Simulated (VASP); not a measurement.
# GeH2W8C8 in VASP: a series of runs

GeH2W8C8 is run at these levels: PBE; tasks: single point.

All numbers are computed with VASP 6.6.1; they aren't measurements. Logs are shortened: lines on timing, memory, paths and dates and some standing lists are left out, and cuts for length are marked.

### 1 The cell of the first run

The cell holds a slab with vacuum, 19 atoms: a = 5.813 Å, b = 5.673 Å, c = 15.195 Å, α = 90.00°, β = 90.00°, γ = 90.00°.

### 2 Single point, PBE

The input, INCAR:

```
PREC = Accurate
ENCUT = 520
EDIFF = 1E-7
ISMEAR = 0
SIGMA = 0.1
LREAL = Auto
LASPH = True
NELM = 80
ALGO = Normal
ISIF = 2
LWAVE = False
LCHARG = True
GGA = PE
LELF = True
LVHAR = True
NBANDS = 95
```

The input, KPOINTS:

```
Automatic mesh
0
Gamma
  4 4 1
```

The input, POSCAR:

```
GeH2W8C8
1.0
    5.8130000000      0.0000000000      0.0000000000
    0.0000000000      5.6732000000      0.0000000000
    0.0000000000      0.0000000000     15.1951710000
W C Ge H
8 8 1 2
Direct
    0.0000000000      0.0000000000      0.0658103815
    0.2654395321      0.0100819643      0.2313525791
    0.0000000000      0.5000000000      0.0658103815
    0.2522767934      0.5091489812      0.2352113050
    0.5000000000      0.0000000000      0.0658103815
    0.7610906589      0.0024159205      0.2287054881
    0.5000000000      0.5000000000      0.0658103815
    0.7524176845      0.5053144610      0.2264762930
    0.5000258042      0.2544731369      0.1659308079
    0.3999932909      0.3008885638      0.3397446465
    0.5000738001      0.7521183812      0.1711070576
    0.2712551178      0.7941949870      0.3433903442
    1.0098025116      0.2554032997      0.1736379275
    0.5999998280      0.2155321512      0.3192015411
    1.0114675727      0.7531123528      0.1704756070
    0.7822258730      0.7409909751      0.3265859265
    0.5355412008      0.6600220334      0.4004228712
    0.1902148632      0.8769347106      0.4010051614
    0.5552759333      0.6014556159      0.4998032599
```

Potentials or basis: VASP PAW PBE potentials, release 64 (W_sv, C, Ge_d, H).

Command:

```console
> cat potpaw_PBE.64/W_sv/POTCAR potpaw_PBE.64/C/POTCAR potpaw_PBE.64/Ge_d/POTCAR potpaw_PBE.64/H/POTCAR > POTCAR
> mpirun -np 1 vasp_std > vasp.out
```

OUTCAR:

```text
PREC = Accurate
   ENCUT = 520
   EDIFF = 1E-7
   ISMEAR = 0
   LREAL = Auto
   LASPH = True
   NELM = 80
   ISIF = 2
   GGA = PE

 ion  position               nearest neighbor table
   1  0.000  0.000  0.066-  15 2.12  13 2.19   3 2.84   3 2.84   6 2.84   5 2.91   5 2.91   2 2.95

   2  0.265  0.010  0.231-  12 2.10   9 2.18  11 2.20  13 2.22  15 2.27  10 2.46  14 2.63   4 2.83
                             4 2.84   5 2.86   6 2.88   6 2.93   1 2.95
   3  0.000  0.500  0.066-  15 2.14  13 2.15   8 2.83   1 2.84   1 2.84   7 2.91   7 2.91   4 2.96

   4  0.252  0.509  0.235-  10 2.16  15 2.20  11 2.22  13 2.22   9 2.30  12 2.31   2 2.83   2 2.84
                             8 2.91   8 2.91   7 2.95   3 2.96  17 3.12
   5  0.500  0.000  0.066-   9 2.10  11 2.13   7 2.84   7 2.84   2 2.86   6 2.90   1 2.91   1 2.91

   6  0.761  0.002  0.229-  14 2.06  16 2.10  13 2.20  15 2.21  11 2.25   9 2.29   8 2.82   1 2.84
                             8 2.85   2 2.88   5 2.90   2 2.93
   7  0.500  0.500  0.066-   9 2.06  11 2.15   5 2.84   5 2.84   8 2.85   3 2.91   3 2.91   4 2.95

   8  0.752  0.505  0.226-  16 2.03  11 2.20  13 2.21  15 2.23   9 2.24  14 2.34   6 2.82   3 2.83
                             7 2.85   6 2.85   4 2.91   4 2.91  17 3.06
   9  0.500  0.254  0.166-   7 2.06   5 2.10   2 2.18   8 2.24   6 2.29   4 2.30
  10  0.400  0.301  0.340-  14 1.30   4 2.16  17 2.37   2 2.46
  11  0.500  0.752  0.171-   5 2.13   7 2.15   8 2.20   2 2.20   4 2.22   6 2.25
  12  0.271  0.794  0.343-  18 1.10  17 1.92   2 2.10   4 2.31
  13  0.010  0.255  0.174-   3 2.15   1 2.19   6 2.20   8 2.21   2 2.22   4 2.22
  14  0.600  0.216  0.319-  10 1.30   6 2.06   8 2.34   2 2.63
  15  0.011  0.753  0.170-   1 2.12   3 2.14   4 2.20   6 2.21   8 2.23   2 2.27
  16  0.782  0.741  0.327-  17 1.88   8 2.03   6 2.10
  17  0.536  0.660  0.400-  19 1.55  16 1.88  12 1.92  10 2.37   8 3.06   4 3.12
  18  0.190  0.877  0.401-  12 1.10
  19  0.555  0.601  0.500-  17 1.55

  LATTYP: Found a simple orthorhombic cell.
 ALAT       =     5.6732000000
 B/A-ratio  =     1.0246421773
 C/A-ratio  =     2.6784127124

  Lattice vectors:

 A1 = (   0.0000000000,  -5.6732000000,   0.0000000000)
 A2 = (   5.8130000000,   0.0000000000,   0.0000000000)
 A3 = (   0.0000000000,   0.0000000000,  15.1951710000)

Analysis of symmetry for initial positions (statically):
=====================================================================
 Subroutine PRICEL returns:
 Original cell was already a primitive cell.

 Routine SETGRP: Setting up the symmetry group for a
 simple orthorhombic supercell.

 Subroutine GETGRP returns: Found  1 space group operations
 (whereof  1 operations were pure point group operations)
 out of a pool of  8 trial point group operations.

The static configuration has the point symmetry C_1 .

Analysis of symmetry for dynamics (positions and initial velocities):
=====================================================================
 Subroutine PRICEL returns:
 Original cell was already a primitive cell.

 Routine SETGRP: Setting up the symmetry group for a
 simple orthorhombic supercell.

 Subroutine GETGRP returns: Found  1 space group operations
 (whereof  1 operations were pure point group operations)
 out of a pool of  8 trial point group operations.

The dynamic configuration has the point symmetry C_1 .

 Subroutine INISYM returns: Found  1 space group operations
 (whereof  1 operations are pure point group operations),
 and found     1 'primitive' translations

----------------------------------------------------------------------------------------

                                     Primitive cell

  volume of cell :     501.1111

  direct lattice vectors                    reciprocal lattice vectors
     5.813000000  0.000000000  0.000000000     0.172028213  0.000000000  0.000000000
     0.000000000  5.673200000  0.000000000     0.000000000  0.176267362  0.000000000
     0.000000000  0.000000000 15.195171000     0.000000000  0.000000000  0.065810381

  length of vectors
     5.813000000  5.673200000 15.195171000     0.172028213  0.176267362  0.065810381

  position of ions in fractional coordinates (direct lattice)
     0.000000000  0.000000000  0.065810382
     0.265439532  0.010081964  0.231352579
     0.000000000  0.500000000  0.065810382
     0.252276793  0.509148981  0.235211305
     0.500000000  0.000000000  0.065810382
     0.761090659  0.002415920  0.228705488
[... 11 lines left out ...]
     0.190214863  0.876934711  0.401005161
     0.555275933  0.601455616  0.499803260

  ion indices of the primitive-cell ions
   primitive index   ion index
                 1           1
                 2           2
                 3           3
                 4           4
                 5           5
                 6           6
[... 11 lines left out ...]
                18          18
                19          19

----------------------------------------------------------------------------------------

 KPOINTS: Automatic mesh

Automatic generation of k-mesh.
 Grid dimensions read from file:
 generate k-points for:    4    4    1

 Generating k-lattice:

  Cartesian coordinates                     Fractional coordinates (reciprocal lattice)
     0.043007053  0.000000000  0.000000000     0.250000000  0.000000000  0.000000000
     0.000000000  0.044066841  0.000000000     0.000000000  0.250000000  0.000000000
     0.000000000  0.000000000  0.065810381     0.000000000  0.000000000  1.000000000

  Length of vectors
     0.043007053  0.044066841  0.065810381

  Shift w.r.t. Gamma in fractional coordinates (k-lattice)
     0.000000000  0.000000000  0.000000000

 Subroutine IBZKPT returns following result:
 ===========================================

 Found     10 irreducible k-points:

 Following reciprocal coordinates:
            Coordinates               Weight
  0.000000  0.000000  0.000000      1.000000
  0.250000  0.000000  0.000000      2.000000
  0.500000  0.000000  0.000000      1.000000
  0.000000  0.250000  0.000000      2.000000
  0.250000  0.250000  0.000000      2.000000
 -0.250000  0.250000  0.000000      2.000000
  0.500000  0.250000  0.000000      2.000000
  0.000000  0.500000  0.000000      1.000000
  0.250000  0.500000  0.000000      2.000000
  0.500000  0.500000  0.000000      1.000000
   k-points           NKPTS =     10   k-points in BZ     NKDIM =     10   number of bands    NBANDS=     95
   number of dos      NEDOS =    301   number of ions     NIONS =     19
   total plane-waves  NPLWV = 241920
   dimension x,y,z NGX =    48 NGY =   42 NGZ =  120
   dimension x,y,z NGXF=    96 NGYF=   84 NGZF=  240
   ions per type =               8   8   1   2
   NGX,Y,Z   is equivalent  to a cutoff of  13.73, 12.31, 13.13 a.u.
   NGXF,Y,Z  is equivalent  to a cutoff of  27.46, 24.62, 26.26 a.u.
 SYSTEM =  unknown system
   PREC   = accura    normal or accurate (medium, high low for compatibility)
   ISTART =      0    job   : 0-new  1-cont  2-samecut
   ICHARG =      2    charge: 1-file 2-atom 10-const
   ISPIN  =      1    spin polarized calculation?
   LNONCOLLINEAR =      F non collinear calculations
   LSORBIT =      F    spin-orbit coupling
   LASPH  =      T    aspherical Exc in radial PAW
   ENCUT  =  520.0 eV  38.22 Ry    6.18 a.u.  10.81 10.55 28.25*2*pi/ulx,y,z
   NELM   =     80;   NELMIN=  2; NELMDL= -5     # of ELM steps
   EDIFF  = 0.1E-06   stopping-criterion for ELM
   LREAL  =      T    real-space projection
   EDIFFG = 0.1E-05   stopping-criterion for IOM
   NSW    =      0    number of steps for IOM
   IBRION =     -1    ionic relax: 0-MD 1-quasi-New 2-CG
   NFREE  =      0    steps in history (QN), initial steepest desc. (CG)
   ISIF   =      2    stress and relaxation
   ISYM   =      2    0-nonsym 1-usesym 2-fastsym
   POTIM  = 0.5000    time-step for ionic-motion
   TEBEG  =    0.0;   TEEND  =   0.0 temperature during run
   PSTRESS=    0.0 pullay stress
   NELECT =     160.0000    total number of electrons
   NUPDOWN=      -1.0000    fix difference up-down
   EMIN   =  10.00;   EMAX   =-10.00  energy-range for DOS
   EFERMI =   0.00;   METHOD = LEGACY
   ISMEAR =     0;   SIGMA  =   0.10  broadening in eV -4-tet -1-fermi 0-gaus
   EFERMI_NEDOS =   21; number of points for ismear=-14 and -15
   IALGO  =     38    algorithm
   IMIX   =      4    mixing-type and parameters
     AMIX     =   0.40;   BMIX     =  1.00
     AMIX_MAG =   1.60;   BMIX_MAG =  1.00
  volume/ion in A,a.u.               =      26.37       177.98
  Fermi-wavevector in a.u.,A,eV,Ry     =   1.118931  2.114474 17.034598  1.252008
  Thomas-Fermi vector in A             =   2.255567
   LORBIT       =      0    0 simple, 1 ext, 2 COOP (PROOUT), +10 PAW based schemes
   GGA     = PE    functional components
   LHFCALC =     F    Hartree Fock is set to
   AEXX    =    0.0000 exact exchange contribution
   IVDW    =     0    specifies the selected vdW correction
   LEPSILON=     F    determine dielectric tensor
   LRPA    =     F    only Hartree local field effects (RPA)
 non-spin polarized calculation
 Gauss-broadening in eV      SIGMA  =   0.10
  energy-cutoff  :      520.00
  volume of cell :      501.11
 maximum number of plane-waves:     13550
 NGX is ok and might be reduce to    48
   NGX = 21   NGY = 21   NGZ = 57

 number of electron     160.0000006 magnetization

 Free energy of the ion-electron system (eV)
  ---------------------------------------------------
  ext. energy  EPLUGINS =         0.00000000
  ---------------------------------------------------
  free energy    TOTEN  =      -170.26825550 eV

  energy without entropy =     -170.21411240  energy(sigma->0) =     -170.24118395

 E-fermi :   1.4354     XC(G=0):  -6.6621

 val. band max:        1.4244877928   @ k =   0.2500   0.2500   0.0000
 cond. band min:       1.4599569402   @ k =   0.5000   0.0000   0.0000
 fundamental gap:      0.0354691474
 Fermi energy:         1.4353575700

 k-point     1 :       0.0000    0.0000    0.0000
  band No.  band energies     occupation
      1     -73.1872      2.00000
      2     -73.0854      2.00000
      3     -72.8346      2.00000
      4     -72.8082      2.00000
      5     -72.7842      2.00000
      6     -72.7707      2.00000
[... 939 lines left out ...]
     91       2.6816      0.00000
     92       2.8469      0.00000
 [bands above 92 left out]

------------------------ aborting loop because EDIFF is reached ----------------------------------------

  FORCE on cell =-STRESS in cart. coord.  units (eV):
  Direction    XX          YY          ZZ          XY          YZ          ZX
  --------------------------------------------------------------------------------------
  -------------------------------------------------------------------------------------
  Total      -12.1384288     -8.9799671     -3.2345637     -4.8401896     -3.2896215     -4.6405319
  in kB      -38.8095893    -28.7111984    -10.3417081    -15.4752953    -10.5177418    -14.8369399
  external PRESSURE =     -25.9541653 kB  Pullay stress =       0.0000000 kB

 VOLUME and BASIS-vectors are now :
 -----------------------------------------------------------------------------
  energy-cutoff  :      520.00
  volume of cell :      501.11
      direct lattice vectors                 reciprocal lattice vectors
     5.813000000  0.000000000  0.000000000     0.172028213  0.000000000  0.000000000
     0.000000000  5.673200000  0.000000000     0.000000000  0.176267362  0.000000000
     0.000000000  0.000000000 15.195171000     0.000000000  0.000000000  0.065810381

 POSITION                                       TOTAL-FORCE (eV/Angst)
 -----------------------------------------------------------------------------------
      0.00000      0.00000      1.00000         0.329552      0.185677      0.286862
      1.54300      0.05720      3.51544         0.128133      0.123360      0.020448
      0.00000      2.83660      1.00000         0.250375      0.173996      0.654962
      1.46649      2.88850      3.57408        -0.077223      0.062355     -0.004601
      2.90650      0.00000      1.00000         0.116338      0.154708     -0.012623
      4.42422      0.01371      3.47522         0.189525     -0.121693     -0.012463
[... 11 lines left out ...]
      1.10572      4.97503      6.09334        -0.919875     -0.232614     -0.292221
      3.22782      3.41218      7.59460        -0.167121      0.005296     -0.119645
 -----------------------------------------------------------------------------------
    total drift:                               -0.006240     -0.015934     -0.005202

  FREE ENERGIE OF THE ION-ELECTRON SYSTEM (eV)
  ---------------------------------------------------
  free  energy   TOTEN  =      -170.2682554977 eV

  energy  without entropy=     -170.2141123954  energy(sigma->0) =     -170.24118395
```

Run time: 21 min. Hardware: 1 thread of AMD EPYC 7R13 (Zen 3), shared host; peak memory 0.7 GiB.

Results:

```
Free energy            : -170.2683 eV
Largest force          : 1.339 eV/Å
Band gap on the k mesh : zero (bands 80 and 81 overlap by 0.47 eV)
```

Forces in eV/Å, atoms in the order of the input:
```
W    0.330  0.186  0.287
W    0.128  0.123  0.020
W    0.250  0.174  0.655
W   -0.077  0.062 -0.005
W    0.116  0.155 -0.013
W    0.190 -0.122 -0.012
W   -0.154  0.369 -0.273
W   -0.006 -0.112 -0.073
C    0.026 -0.027 -0.008
C   -0.147  0.963  0.524
C    0.009  0.008  0.011
C    0.056  0.230 -0.138
C    0.055 -0.010 -0.045
C    0.309 -1.237 -0.410
C    0.088  0.005 -0.012
C    0.075 -0.483  0.050
Ge  -0.161 -0.057 -0.146
H   -0.920 -0.233 -0.292
H   -0.167  0.005 -0.120
```

Levels at points of the mesh, in eV from the Fermi level:
```tsv
k point	band 76	band 77	band 78	band 79	band 80	band 81	band 82	band 83	band 84	band 85
(0.00, 0.00, 0.00)	-0.65	-0.34	-0.14	-0.06	0.22	0.55	0.59	0.99	1.30	1.45
(0.50, 0.00, 0.00)	-0.90	-0.76	-0.47	-0.32	-0.12	0.02	0.10	0.18	0.88	1.23
(0.00, 0.50, 0.00)	-1.29	-0.95	-0.65	-0.43	-0.15	0.11	0.70	0.73	0.82	0.95
(0.50, 0.50, 0.00)	-1.17	-0.76	-0.50	-0.30	-0.27	-0.25	-0.17	0.09	0.37	0.53
```

Caveat: there is no dipole correction, which matters where the two faces differ; spin-orbit coupling is left out, which moves the levels of the heavy elements.

### 3 Single point, PBE

The input, INCAR:

```
ALGO     = Normal         # electronic algorithm
EDIFF    = 1E-6           # SCF threshold, eV
ENCUT    = 520            # plane-wave cutoff, eV
GGA      = PE             # functional
ISIF     = 2              # what is computed and relaxed
ISMEAR   = 0              # smearing method
LASPH    = True           # aspherical terms in the spheres
LCHARG   = True           # write CHGCAR
LELF     = True           # ELF
LREAL    = Auto         
LVHAR    = True         
LWAVE    = False          # write WAVECAR
NBANDS   = 95             # bands
NELM     = 100            # most SCF steps
PREC     = Accurate       # precision mode
SIGMA    = 0.1            # smearing width, eV
```

The input, KPOINTS:

```
k-points
0
Gamma
  4 4 1
```

The input, POSCAR:

```
GeH2W8C8
1.0
    5.8130000000      0.0000000000      0.0000000000
    0.0000000000      5.6732000000      0.0000000000
    0.0000000000      0.0000000000     15.1951710000
W C Ge H
8 8 1 2
Direct
    0.0000000000      0.0000000000      0.0658103815
    0.2529824531     -0.0022766693      0.2295524019
    0.0000000000      0.5000000000      0.0658103815
    0.2520364700      0.5004464852      0.2272263998
    0.5000000000      0.0000000000      0.0658103815
    0.7395959057     -0.0010741733      0.2324992591
    0.5000000000      0.5000000000      0.0658103815
    0.7456292792      0.5025509413      0.2337682807
    0.5046604163      0.2509978495      0.1671206596
    0.4570380182      0.2026106959      0.3181236328
    0.5006872527      0.7515025030      0.1679062381
    0.2661094099      0.7378682225      0.3284504005
    1.0025282986      0.2463863428      0.1748450215
    0.6664890762      0.2642947543      0.3382408793
    0.9954302426      0.7480288021      0.1696754844
    0.6977393773      0.7526459494      0.3311212490
    0.4783979013      0.7417108510      0.4281222633
    0.4613784621      0.9623230276      0.4864971905
    0.4912527094      0.5152085243      0.4833003196
```

Potentials or basis: VASP PAW PBE potentials, release 64 (W_sv, C, Ge_d, H).

Command:

```console
> cat potpaw_PBE.64/W_sv/POTCAR potpaw_PBE.64/C/POTCAR potpaw_PBE.64/Ge_d/POTCAR potpaw_PBE.64/H/POTCAR > POTCAR
> mpirun -np 1 vasp_std > vasp.out
```

OUTCAR:

```text
EDIFF = 1E-6
   ENCUT = 520
   GGA = PE
   ISIF = 2
   ISMEAR = 0
   LASPH = True
   LREAL = Auto
   NELM = 100
   PREC = Accurate

 ion  position               nearest neighbor table
   1  0.000  0.000  0.066-  15 2.13  13 2.17   3 2.84   3 2.84   2 2.89   5 2.91   5 2.91   6 2.95

   2  0.253  0.998  0.230-  12 2.11  10 2.14  13 2.19  11 2.21  15 2.25   9 2.26   4 2.82   6 2.83
                             4 2.85   5 2.87   1 2.89   6 2.98
   3  0.000  0.500  0.066-  15 2.11  13 2.19   1 2.84   1 2.84   4 2.86   7 2.91   7 2.91   8 2.95

[... 1191 lines left out ...]
  Total      -16.3275080     -9.7922386      0.1903532      0.4148152      0.1342847      0.1536678
  in kB      -52.2031221    -31.3082331      0.6086068      1.3262679      0.4293418      0.4913143
  external PRESSURE =     -27.6342495 kB  Pullay stress =       0.0000000 kB

 VOLUME and BASIS-vectors are now :
 -----------------------------------------------------------------------------
  energy-cutoff  :      520.00
  volume of cell :      501.11
      direct lattice vectors                 reciprocal lattice vectors
     5.813000000  0.000000000  0.000000000     0.172028213  0.000000000  0.000000000
     0.000000000  5.673200000  0.000000000     0.000000000  0.176267362  0.000000000
     0.000000000  0.000000000 15.195171000     0.000000000  0.000000000  0.065810381

 POSITION                                       TOTAL-FORCE (eV/Angst)
 -----------------------------------------------------------------------------------
      0.00000      0.00000      1.00000        -0.059693      0.073965      0.769790
      1.47059      5.66028      3.48809        -0.025030      0.016079      0.010544
      0.00000      2.83660      1.00000        -0.048668     -0.273311      0.691189
      1.46509      2.83913      3.45274        -0.011559     -0.023985      0.006102
      2.90650      0.00000      1.00000        -0.022083     -0.013931     -0.815399
      4.29927      5.66711      3.53287         0.036757      0.004384      0.003289
[... 11 lines left out ...]
      2.68199      5.45945      7.39241         0.003798     -0.019568     -0.020567
      2.85565      2.92288      7.34383        -0.027485      0.021478     -0.025914
 -----------------------------------------------------------------------------------
    total drift:                                0.013083      0.018422      0.007258

  FREE ENERGIE OF THE ION-ELECTRON SYSTEM (eV)
  ---------------------------------------------------
  free  energy   TOTEN  =      -169.7292996685 eV

  energy  without entropy=     -169.6650173266  energy(sigma->0) =     -169.69715850
```

Run time: 39 min. Hardware: 1 thread of Intel Xeon 8259CL, shared host; peak memory 0.73 GiB.

What came out:

```
Free energy            : -169.7293 eV
Largest force          : 0.816 eV/Å
Band gap on the k mesh : zero (bands 80 and 81 overlap by 0.29 eV)
```

Forces in eV/Å, atoms in the order of the input:
```
W   -0.060  0.074  0.770
W   -0.025  0.016  0.011
W   -0.049 -0.273  0.691
W   -0.012 -0.024  0.006
W   -0.022 -0.014 -0.815
W    0.037  0.004  0.003
W    0.072  0.184 -0.753
W    0.024 -0.015  0.006
C    0.006  0.002 -0.010
C   -0.080 -0.005 -0.041
C   -0.011 -0.007  0.007
C   -0.006  0.015  0.061
C    0.011  0.013 -0.020
C    0.184  0.031  0.064
C   -0.001  0.003  0.006
C   -0.032 -0.010  0.069
Ge  -0.013  0.004 -0.008
H    0.004 -0.020 -0.021
H   -0.027  0.021 -0.026
```

Caveat: there is no dipole correction, which matters where the two faces differ; spin-orbit coupling is left out, which moves the levels of the heavy elements.

The gap in the log of VASP goes by the Fermi energy; the results here count the filled bands.